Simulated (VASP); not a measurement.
# ZrB2 (P6/mmm) in VASP: single point with PBE

Aim: the single point of ZrB2 with PBE.

Everything below comes from runs of VASP 6.6.1. Logs are shortened: lines on timing, memory, paths and dates and some standing lists are left out, and cuts for length are marked.

## 1. The cell of the first run

Symmetry: P6/mmm, No. 191, hexagonal system. Conventional cell: a = 3.170 Å, b = 3.170 Å, c = 3.533 Å, α = 90.00°, β = 90.00°, γ = 120.00°. Within 3.4 Å of Zr (site symmetry 6/mmm) lie 12 B at 2.54 Å and 6 Zr at 3.17 Å. Within 2.4 Å of B (site symmetry -6m2) lie 3 B at 1.83 Å.

## 2. Single point, PBE

INCAR reads:

```
ALGO = Normal
EDIFF = 1E-6
ENCUT = 520
GGA = PE
ISIF = 2
ISMEAR = -1
LASPH = True
LCHARG = False
LREAL = False
LWAVE = False
NBANDS = 16
NELM = 60
PREC = Accurate
SIGMA = 0.1
```

KPOINTS reads:

```
k-points
0
Gamma
  11 11 9
```

POSCAR reads:

```
ZrB2
1.0
    3.1700000000      0.0000000000      0.0000000000
   -1.5850000000      2.7453005300      0.0000000000
    0.0000000000      0.0000000000      3.5330000000
Zr B
1 2
Direct
    0.0000000000      0.0000000000      0.0000000000
    0.3333330000      0.6666670000      0.5000000000
    0.6666670000      0.3333330000      0.5000000000
```

Potentials or basis: VASP PAW PBE potentials, release 64 (Zr_sv, B).

Run with:

```
$ cat potpaw_PBE.64/Zr_sv/POTCAR potpaw_PBE.64/B/POTCAR > POTCAR
$ mpirun -np 1 vasp_std > vasp.out
```

OUTCAR:

```text
EDIFF = 1E-6
   ENCUT = 520
   GGA = PE
   ISIF = 2
   ISMEAR = -1
   LASPH = True
   LREAL = False
   NELM = 60
   PREC = Accurate

 ion  position               nearest neighbor table
   1  0.000  0.000  0.000-   2 2.54   3 2.54   2 2.54   3 2.54   3 2.54   3 2.54   2 2.54   2 2.54
                             3 2.54   3 2.54   2 2.54   2 2.54
   2  0.333  0.667  0.500-   3 1.83   3 1.83   3 1.83   1 2.54   1 2.54   1 2.54   1 2.54   1 2.54
                             1 2.54
   3  0.667  0.333  0.500-   2 1.83   2 1.83   2 1.83   1 2.54   1 2.54   1 2.54   1 2.54   1 2.54
                             1 2.54

  LATTYP: Found a hexagonal cell.
 ALAT       =     3.1700000000
 C/A-ratio  =     1.1145110410

  Lattice vectors:

 A1 = (   3.1700000000,   0.0000000000,   0.0000000000)
 A2 = (  -1.5850000000,   2.7453005300,   0.0000000000)
 A3 = (   0.0000000000,   0.0000000000,   3.5330000000)

Analysis of symmetry for initial positions (statically):
=====================================================================
 Subroutine PRICEL returns:
 Original cell was already a primitive cell.

 Routine SETGRP: Setting up the symmetry group for a
 hexagonal supercell.

 Subroutine GETGRP returns: Found 24 space group operations
 (whereof 24 operations were pure point group operations)
 out of a pool of 24 trial point group operations.

The static configuration has the point symmetry D_6h.

Analysis of symmetry for dynamics (positions and initial velocities):
=====================================================================
 Subroutine PRICEL returns:
 Original cell was already a primitive cell.

 Routine SETGRP: Setting up the symmetry group for a
 hexagonal supercell.

 Subroutine GETGRP returns: Found 24 space group operations
 (whereof 24 operations were pure point group operations)
 out of a pool of 24 trial point group operations.

The dynamic configuration has the point symmetry D_6h.

 Subroutine INISYM returns: Found 24 space group operations
 (whereof 24 operations are pure point group operations),
 and found     1 'primitive' translations

----------------------------------------------------------------------------------------

                                     Primitive cell

  volume of cell :      30.7463

  direct lattice vectors                    reciprocal lattice vectors
     3.170000000  0.000000000  0.000000000     0.315457413  0.182129422  0.000000000
    -1.585000000  2.745300530  0.000000000     0.000000000  0.364258845  0.000000000
     0.000000000  0.000000000  3.533000000     0.000000000  0.000000000  0.283045570

  length of vectors
     3.170000000  3.170000000  3.533000000     0.364258845  0.364258845  0.283045570

  position of ions in fractional coordinates (direct lattice)
     0.000000000  0.000000000  0.000000000
     0.333333000  0.666667000  0.500000000
     0.666667000  0.333333000  0.500000000

  ion indices of the primitive-cell ions
   primitive index   ion index
                 1           1
                 2           2
                 3           3

----------------------------------------------------------------------------------------

 KPOINTS: k-points

Automatic generation of k-mesh.
 Grid dimensions read from file:
 generate k-points for:   11   11    9

 Generating k-lattice:

  Cartesian coordinates                     Fractional coordinates (reciprocal lattice)
     0.028677947  0.016557220  0.000000000     0.090909091  0.000000000  0.000000000
     0.000000000  0.033114440  0.000000000     0.000000000  0.090909091  0.000000000
     0.000000000  0.000000000  0.031449508     0.000000000  0.000000000  0.111111111

  Length of vectors
     0.033114440  0.033114440  0.031449508

  Shift w.r.t. Gamma in fractional coordinates (k-lattice)
     0.000000000  0.000000000  0.000000000

 Subroutine IBZKPT returns following result:
 ===========================================

 Found     80 irreducible k-points:

 Following reciprocal coordinates:
            Coordinates               Weight
  0.000000  0.000000  0.000000      1.000000
  0.090909 -0.000000  0.000000      6.000000
  0.181818  0.000000  0.000000      6.000000
  0.272727  0.000000  0.000000      6.000000
  0.363636  0.000000  0.000000      6.000000
  0.454545  0.000000  0.000000      6.000000
[... 16 lines left out ...]
  0.090909  0.090909  0.111111     12.000000
  0.181818  0.090909  0.111111     24.000000
 [... further k-points ...]
   k-points           NKPTS =     80   k-points in BZ     NKDIM =     80   number of bands    NBANDS=     16
   number of dos      NEDOS =    301   number of ions     NIONS =      3
   total plane-waves  NPLWV =  16128
   dimension x,y,z NGX =    24 NGY =   24 NGZ =   28
   dimension x,y,z NGXF=    48 NGYF=   48 NGZF=   56
   ions per type =               1   2
   NGX,Y,Z   is equivalent  to a cutoff of  12.59, 12.59, 13.18 a.u.
   NGXF,Y,Z  is equivalent  to a cutoff of  25.17, 25.17, 26.35 a.u.
 SYSTEM =  unknown system
   PREC   = accura    normal or accurate (medium, high low for compatibility)
   ISTART =      0    job   : 0-new  1-cont  2-samecut
   ICHARG =      2    charge: 1-file 2-atom 10-const
   ISPIN  =      1    spin polarized calculation?
   LNONCOLLINEAR =      F non collinear calculations
   LSORBIT =      F    spin-orbit coupling
   LASPH  =      T    aspherical Exc in radial PAW
   ENCUT  =  520.0 eV  38.22 Ry    6.18 a.u.   5.89  5.89  6.57*2*pi/ulx,y,z
   NELM   =     60;   NELMIN=  2; NELMDL= -5     # of ELM steps
   EDIFF  = 0.1E-05   stopping-criterion for ELM
   LREAL  =      F    real-space projection
   EDIFFG = 0.1E-04   stopping-criterion for IOM
   NSW    =      0    number of steps for IOM
   IBRION =     -1    ionic relax: 0-MD 1-quasi-New 2-CG
   NFREE  =      0    steps in history (QN), initial steepest desc. (CG)
   ISIF   =      2    stress and relaxation
   ISYM   =      2    0-nonsym 1-usesym 2-fastsym
   POTIM  = 0.5000    time-step for ionic-motion
   TEBEG  =    0.0;   TEEND  =   0.0 temperature during run
   PSTRESS=    0.0 pullay stress
   NELECT =      18.0000    total number of electrons
   NUPDOWN=      -1.0000    fix difference up-down
   EMIN   =  10.00;   EMAX   =-10.00  energy-range for DOS
   EFERMI =   0.00;   METHOD = LEGACY
   ISMEAR =    -1;   SIGMA  =   0.10  broadening in eV -4-tet -1-fermi 0-gaus
   EFERMI_NEDOS =   21; number of points for ismear=-14 and -15
   IALGO  =     38    algorithm
   IMIX   =      4    mixing-type and parameters
     AMIX     =   0.40;   BMIX     =  1.00
     AMIX_MAG =   1.60;   BMIX_MAG =  1.00
  volume/ion in A,a.u.               =      10.25        69.16
  Fermi-wavevector in a.u.,A,eV,Ry     =   1.369519  2.588016 25.518847  1.875582
  Thomas-Fermi vector in A             =   2.495387
   LORBIT       =      0    0 simple, 1 ext, 2 COOP (PROOUT), +10 PAW based schemes
   GGA     = PE    functional components
   LHFCALC =     F    Hartree Fock is set to
   AEXX    =    0.0000 exact exchange contribution
   IVDW    =     0    specifies the selected vdW correction
   LEPSILON=     F    determine dielectric tensor
   LRPA    =     F    only Hartree local field effects (RPA)
 non-spin polarized calculation
  energy-cutoff  :      520.00
  volume of cell :       30.75
 maximum number of plane-waves:       841
 NGX is ok and might be reduce to    24
   NGX = 11   NGY = 11   NGZ = 13

 number of electron      18.0000000 magnetization

 Free energy of the ion-electron system (eV)
  ---------------------------------------------------
  ext. energy  EPLUGINS =         0.00000000
  ---------------------------------------------------
  free energy    TOTEN  =       -24.98429813 eV

  energy without entropy =      -24.97710959  energy(sigma->0) =      -24.98070386

 E-fermi :  10.4788     XC(G=0): -12.4434

 val. band max:       10.3352605920   @ k =   0.1818   0.1818   0.1111
 cond. band min:      10.4799627117   @ k =   0.2727   0.1818   0.0000
 fundamental gap:      0.1447021198
 Fermi energy:        10.4787639251

 k-point     1 :       0.0000    0.0000    0.0000
  band No.  band energies     occupation
      1     -38.1084      2.00000
      2     -16.2946      2.00000
      3     -15.7419      2.00000
      4     -15.7419      2.00000
      5      -2.2032      2.00000
      6       7.8960      2.00000
[... 8 lines left out ...]
     15      15.6711      0.00000
     16      15.6712      0.00000

 k-point     2 :       0.0909   -0.0000    0.0000
  band No.  band energies     occupation
      1     -38.0993      2.00000
      2     -16.2810      2.00000
      3     -15.8218      2.00000
      4     -15.7592      2.00000
      5      -2.0380      2.00000
      6       7.4166      2.00000
[... 8 lines left out ...]
     15      16.2693      0.00000
     16      16.7021      0.00000

 k-point     3 :       0.1818    0.0000    0.0000
  band No.  band energies     occupation
      1     -38.0747      2.00000
      2     -16.2444      2.00000
      3     -16.0308      2.00000
      4     -15.8053      2.00000
      5      -1.5646      2.00000
      6       6.3173      2.00000
[... 8 lines left out ...]
     15      17.2713      0.00000
     16      17.7410      0.00000

 k-point     4 :       0.2727    0.0000    0.0000
  band No.  band energies     occupation
      1     -38.0424      2.00000
      2     -16.2938      2.00000
      3     -16.1959      2.00000
      4     -15.8650      2.00000
      5      -0.8348      2.00000
      6       5.0209      2.00000
[... 8 lines left out ...]
     15      17.9228      0.00000
     16      19.8168      0.00000

 k-point     5 :       0.3636    0.0000    0.0000
  band No.  band energies     occupation
      1     -38.0124      2.00000
      2     -16.5260      2.00000
      3     -16.1510      2.00000
      4     -15.9191      2.00000
      5       0.0940      2.00000
      6       3.7032      2.00000
[... 8 lines left out ...]
     15      19.2360      0.00000
     16      20.1037      0.00000

 k-point     6 :       0.4545    0.0000    0.0000
  band No.  band energies     occupation
      1     -37.9945      2.00000
      2     -16.6602      2.00000
      3     -16.1241      2.00000
      4     -15.9509      2.00000
      5       1.1578      2.00000
      6       2.4448      2.00000
[... 8 lines left out ...]
     15      18.6242      0.00000
     16      20.3293      0.00000

 k-point     7 :       0.0909    0.0909    0.0000
  band No.  band energies     occupation
      1     -38.0825      2.00000
      2     -16.2559      2.00000
      3     -15.9611      2.00000
      4     -15.7960      2.00000
      5      -1.7186      2.00000
      6       6.6966      2.00000
[... 8 lines left out ...]
     15      17.1047      0.00000
     16      17.2561      0.00000

 k-point     8 :       0.1818    0.0909    0.0000
  band No.  band energies     occupation
      1     -38.0540      2.00000
      2     -16.2133      2.00000
      3     -16.1845      2.00000
      4     -15.8613      2.00000
      5      -1.1164      2.00000
      6       5.6181      2.00000
[... 8 lines left out ...]
     15      17.2022      0.00000
     16      18.5852      0.00000

 k-point     9 :       0.2727    0.0909    0.0000
  band No.  band energies     occupation
      1     -38.0228      2.00000
      2     -16.4182      2.00000
      3     -16.1666      2.00000
      4     -15.9320      2.00000
      5      -0.2847      2.00000
      6       4.3916      2.00000
[... 8 lines left out ...]
     15      18.3004      0.00000
     16      20.1615      0.00000
[... 172 lines left out ...]
 k-point    19 :       0.1818    0.0000    0.1111
  band No.  band energies     occupation
      1     -38.0725      2.00000
      2     -16.2864      2.00000
      3     -16.0258      2.00000
      4     -15.8019      2.00000
      5      -1.4125      2.00000
      6       6.2923      2.00000
[... 8 lines left out ...]
     15      17.5235      0.00000
     16      18.1504      0.00000

 k-point    20 :       0.2727    0.0000    0.1111
  band No.  band energies     occupation
      1     -38.0402      2.00000
      2     -16.2902      2.00000
      3     -16.2328      2.00000
      4     -15.8612      2.00000
      5      -0.7185      2.00000
      6       4.9556      2.00000
[... 8 lines left out ...]
     15      17.8740      0.00000
     16      19.9294      0.00000

 k-point    21 :       0.3636    0.0000    0.1111
  band No.  band energies     occupation
      1     -38.0103      2.00000
      2     -16.5194      2.00000
      3     -16.1876      2.00000
      4     -15.9149      2.00000
      5       0.1658      2.00000
      6       3.6219      2.00000
[... 8 lines left out ...]
     15      18.4213      0.00000
     16      20.8959      0.00000

 k-point    22 :       0.4545    0.0000    0.1111
  band No.  band energies     occupation
      1     -37.9924      2.00000
      2     -16.6529      2.00000
      3     -16.1595      2.00000
      4     -15.9465      2.00000
      5       1.2008      2.00000
      6       2.3616      2.00000
[... 8 lines left out ...]
     15      18.4224      0.00000
     16      20.6432      0.00000

 k-point    23 :       0.0909    0.0909    0.1111
  band No.  band energies     occupation
      1     -38.0802      2.00000
      2     -16.2983      2.00000
      3     -15.9566      2.00000
      4     -15.7927      2.00000
      5      -1.5593      2.00000
      6       6.7624      2.00000
[... 8 lines left out ...]
     15      16.9634      0.00000
     16      17.1689      0.00000

 k-point    24 :       0.1818    0.0909    0.1111
  band No.  band energies     occupation
      1     -38.0518      2.00000
      2     -16.2551      2.00000
      3     -16.1775      2.00000
      4     -15.8575      2.00000
      5      -0.9864      2.00000
      6       5.6151      2.00000
[... 8 lines left out ...]
     15      17.5965      0.00000
     16      18.6778      0.00000

 [... further k-points ...]
[... 5 lines left out ...]
  --------------------------------------------------------------------------------------
  -------------------------------------------------------------------------------------
  Total        0.1221711      0.1221711      0.2792122      0.0000000     -0.0000000     -0.0000000
  in kB        6.3662898      6.3662898     14.5496362      0.0000000     -0.0000000     -0.0000000
  external PRESSURE =       9.0940719 kB  Pullay stress =       0.0000000 kB

 VOLUME and BASIS-vectors are now :
 -----------------------------------------------------------------------------
  energy-cutoff  :      520.00
  volume of cell :       30.75
      direct lattice vectors                 reciprocal lattice vectors
     3.170000000  0.000000000  0.000000000     0.315457413  0.182129422  0.000000000
    -1.585000000  2.745300530  0.000000000     0.000000000  0.364258845  0.000000000
     0.000000000  0.000000000  3.533000000     0.000000000  0.000000000  0.283045570

 POSITION                                       TOTAL-FORCE (eV/Angst)
 -----------------------------------------------------------------------------------
      0.00000      0.00000      0.00000         0.000000      0.000000     -0.000000
     -0.00000      1.83020      1.76650         0.000000     -0.000000     -0.000000
      1.58500      0.91510      1.76650        -0.000000      0.000000      0.000000
 -----------------------------------------------------------------------------------
    total drift:                                0.000000      0.000000      0.000000

  FREE ENERGIE OF THE ION-ELECTRON SYSTEM (eV)
  ---------------------------------------------------
  free  energy   TOTEN  =       -24.9842981260 eV

  energy  without entropy=      -24.9771095867  energy(sigma->0) =      -24.98070386
```

Run time: 24 s. Hardware: 1 thread of Intel Xeon Platinum 8259CL at 2.50GHz (Skylake/Cascade Lake), shared host; peak memory 0.16 GiB.

What came out:

* Free energy: -24.9843 eV
* Pressure: 0.9 GPa
* Band gap on the k mesh: zero (band 9 reaches 11.29 eV, above the bottom of band 10 at 10.06 eV)

Stress tensor (GPa, compression positive):
```
0.64 0.00 0.00
0.00 0.64 0.00
0.00 0.00 1.45
```

Levels at points of the mesh, in eV from the Fermi level:
```tsv
k point	band 7	band 8	band 9	band 10	band 11	band 12
(0.00, 0.00, 0.00)	-2.58	-2.54	-2.30	3.45	3.45	4.22
```
